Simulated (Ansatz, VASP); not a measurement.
## One calculation of AlP, two programs

File INCAR:

```
SYSTEM = AlP
PREC     = Accurate       ! precision mode
ENCUT    = 500            ! plane-wave cutoff, eV
EDIFF    = 1E-6           ! SCF threshold, eV
ISMEAR   = 0              ! smearing method
SIGMA    = 0.02           ! smearing width, eV
LREAL    = .False.        ! projectors in reciprocal space
LASPH    = .True.         ! aspherical terms in the spheres
NELM     = 120            ! most SCF steps
ALGO     = Normal         ! electronic algorithm
ISIF     = 2              ! what is computed and relaxed
LWAVE    = .False.        ! write WAVECAR
LCHARG   = .False.        ! write CHGCAR
GGA      = PE             ! functional
NBANDS   = 11             ! bands
GGA_COMPAT= .False.
```

Contents of KPOINTS:

```
Automatic mesh
0
Gamma
  8 8 8
  0 0 0
```

File POSCAR:

```
AlP
1.0
    0.0000000000      2.7200490000      2.7200490000
    2.7200490000      0.0000000000      2.7200490000
    2.7200490000      2.7200490000      0.0000000000
Al P
1 1
Direct
    0.0000000000      0.0000000000      0.0000000000
    0.7500000000      0.7500000000      0.7500000000
```

Input for Ansatz:

```yaml
crystal:
  lattice:
    - [0.0, 2.720049, 2.720049]
    - [2.720049, 0.0, 2.720049]
    - [2.720049, 2.720049, 0.0]
  atoms:
    - { symbol: Al, position: [0.0, 0.0, 0.0] }
    - { symbol: P, position: [0.75, 0.75, 0.75] }
basis:
  ecutwfc: 420
kpoints:
  mp_grid: { grid: [8, 8, 8] }
hamiltonian:
  xc: pbe
scf:
  occupations: { method: gaussian, width: 0.02 }
output:
  forces: true
  stress: true
  eigenvalues: true
  populations: true
  write_density: true
  write_potential: true
  elf: true
  volumetric_format: npy
```

Alike in both runs: task single point; functional PBE; k mesh 8 × 8 × 8; occupations gaussian, width 0.02 eV; no spin polarisation.

|  | VASP | Ansatz |
| --- | --- | --- |
| version | VASP 6.6.1 | Ansatz 0.2.0 |
| potentials or method | VASP PAW PBE potentials, release 64 (Al, P), cutoff 500 eV | scalar-relativistic, plane waves, PAW |
| valence electrons in the cell | 8 | 8 |

|  | VASP | Ansatz | Ansatz less VASP |
| --- | --- | --- | --- |
| gap on the k mesh at the Fermi level (eV) | 1.56 | 1.56 | +0.002 |
| least direct gap on the mesh (eV) | 3.40 | 3.40 | +0.001 |
| pressure (GPa) | 3.2 | 3.3 | +0.10 |
